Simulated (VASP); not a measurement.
TiAl: single point with PBEsol

TiAl:

```
Ti Al
1.0
     2.81910    0.00000    0.00000
    -1.40955    2.44141    0.00000
     0.00000    0.00000    4.49600
Ti Al
1 1
Direct
  0.00000 0.00000 0.00000
  0.33333 0.66667 0.50000
```

| Item | Value |
| --- | --- |
| Program | VASP 6.6.1 |
| Task | single point |
| Functional | PBEsol |
| Potentials or basis | VASP PAW PBE potentials, release 64 (Ti_sv, Al) |
| Cutoff | 520 eV |
| k mesh | 18 × 18 × 10 |
| Occupations | gaussian, width 0.15 eV |
| Spin | no spin polarisation |
| Dipole correction | no |
| Further INCAR settings | ALGO = Normal; EDIFF = 1e-06; NBANDS = 14 |

The pressure is 6.2 GPa.

Stress tensor (GPa, compression positive):
```
4.91 0.00 0.00
0.00 4.91 0.00
0.00 0.00 8.73
```

Levels at points of the mesh, in eV from the Fermi level:
| k point | band 4 | band 5 | band 6 | band 7 | band 8 | band 9 | band 10 | band 11 |
| --- | --- | --- | --- | --- | --- | --- | --- | --- |
| (0.00, 0.00, 0.00) | -32.08 | -9.22 | -2.30 | -1.65 | 1.35 | 1.35 | 2.94 | 2.94 |
| (0.50, 0.00, 0.00) | -32.24 | -3.91 | -2.86 | -1.67 | -1.07 | 2.20 | 4.26 | 4.47 |
| (0.00, 0.00, 0.50) | -32.08 | -8.18 | -5.39 | -0.36 | 1.37 | 1.37 | 2.84 | 2.84 |
| (0.50, 0.00, 0.50) | -32.24 | -3.88 | -2.42 | -1.95 | 0.64 | 1.04 | 1.96 | 3.40 |

Wall time 30 s on 1 thread of Intel(R) Xeon(R) 6975P-C (Granite Rapids), on a shared host, peak memory 0.23 GiB.

Caveat: the PAW data sets were made with another functional, which shifts forces and pressure a little.
